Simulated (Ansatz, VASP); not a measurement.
## Two plane-wave programs on BN

```
B N
1.0
     0.00000    1.81240    1.81240
     1.81240    0.00000    1.81240
     1.81240    1.81240    0.00000
B N
1 1
Cartesian
  0.0000 0.0000 0.0000
  0.9062 0.9062 0.9062
```

Alike in both runs: functional PBE; k mesh 8 × 8 × 8; no spin polarisation.

Ansatz relaxed the structure, and its values are those at the end. VASP's run is a single point on that final structure, the one shown.

|  | VASP | Ansatz |
| --- | --- | --- |
| version | VASP 6.6.1 | Ansatz 0.2.0 |
| potentials or method | VASP PAW PBE potentials, release 64 (B, N), cutoff 520 eV | plane waves, PAW |
| occupations | gaussian, width 0.01 eV | fixed |
| valence electrons in the cell | 8 | 8 |

|  | VASP | Ansatz | Ansatz less VASP |
| --- | --- | --- | --- |
| pressure (GPa) | 0.2 | 0.0 | -0.21 |

Ansatz's warnings: stress scf threshold loose.
